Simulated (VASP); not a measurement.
A run of VASP 6.6.1 is set up as follows.

Contents of INCAR:

```
PREC = Accurate ; ENCUT = 500
EDIFF = 1E-6 ; ISMEAR = 0
SIGMA = 0.2 ; LREAL = False
LASPH = True ; NELM = 120
ALGO = Normal ; ISIF = 2
LWAVE = False ; LCHARG = False
GGA = PE ; NBANDS = 51
GGA_COMPAT = False
```

KPOINTS

```
Automatic mesh
0
Gamma
  5 5 3
```

The input POSCAR:

```
SiPdRu5
1.0
    3.6293751519      0.0000000000      0.0000000000
    0.0000000000      3.6293751519      0.0000000000
    0.0000000000      0.0000000000      8.0179341705
Si Ru Pd
1 5 1
Direct
    0.5000000000      0.5000000000      0.0000000000
    0.0000000000      0.5000000000      0.2490277044
    0.0000000000      0.5000000000      0.7509722956
    0.5000000000      0.0000000000      0.2490277044
    0.5000000000      0.0000000000      0.7509722956
    0.0000000000      0.0000000000      0.0000000000
    0.0000000000      0.0000000000      0.5000000000
```

Potentials or basis: VASP PAW PBE potentials, release 64 (Si, Ru_pv, Pd).

Run with:

```bash
$ cat potpaw_PBE.64/Si/POTCAR potpaw_PBE.64/Ru_pv/POTCAR potpaw_PBE.64/Pd/POTCAR > POTCAR
$ mpirun -np 1 vasp_std > vasp.out
```

Task: Estimate the largest force.

Result: 0.018 eV/Å.

Task: Estimate the pressure.

Result: 0.5 GPa.

Task: Predict the band gap on the k mesh.

Result: Zero (bands 42 and 43 overlap by 1.48 eV).

Stress tensor (GPa, compression positive):
```
0.78 0.00 0.00
0.00 0.78 0.00
0.00 0.00 0.03
```
